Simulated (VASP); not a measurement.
InGaO:

```
In Ga O
1.0
     3.92453    0.00000    0.00000
    -1.96227    3.39875    0.00000
     0.00000    0.00000    4.68380
In Ga O
1 1 1
Cartesian
  0.0000 0.0000 0.0000
  1.9623 1.1329 2.3419
  0.0000 2.2658 2.3419
```

The cell was generated, and may not be a known phase.

* Program: VASP 6.6.1
* Task: relaxation of cell and atoms
* Functional: PBE
* Potentials or basis: VASP PAW PBE potentials, release 64 (In_d, Ga_d, O_h)
* Cutoff: 1340 eV
* k mesh: 6 × 6 × 4
* Occupations: gaussian, width 0.1 eV
* Spin: no spin polarisation

At the start: pressure -5.7 GPa; volume 20.82 Å³/atom.

Question: How do energy, volume and symmetry change on relaxing?

Answer: Over 12 steps the energy falls by 188.1 meV/atom and the volume is 19.56 Å³/atom (-6.1 %); space group P-6m2 (No. 187, to 0.1 Å) before and after.

Step by step:
```tsv
step	energy change (eV)	largest force (eV/Å)	pressure (GPa)	volume (Å³)
1	0.0000	0.0000	-5.70	62.47
2	-0.2539	0.0000	-1.39	55.97
3	-0.2952	0.0000	1.59	53.22
4	-0.2965	0.0000	2.48	52.58
5	-0.3941	0.0000	2.92	52.80
6	-0.4669	0.0000	6.12	52.70
7	-0.5404	0.0000	2.69	55.91
8	-0.5569	0.0000	0.22	59.33
9	-0.5577	0.0000	0.58	58.73
10	-0.5577	0.0000	0.66	58.60
11	-0.5609	0.0000	0.46	58.63
12	-0.5642	0.0000	0.12	58.68
```

Final structure:
```yaml
crystal:
  lattice:
    - [3.41910, 0.00000, 0.00000]
    - [-1.70955, 2.96103, 0.00000]
    - [0.00000, 0.00000, 5.79617]
  atoms:
    - { symbol: In, position: [0.00000, 0.00000, 0.00000] }
    - { symbol: Ga, position: [0.66667, 0.33333, 0.50000] }
    - { symbol: O, position: [0.33333, 0.66667, 0.50000] }
```

Caveat: a cell axis changed by over 15 % at a fixed basis, so the end point is rough.
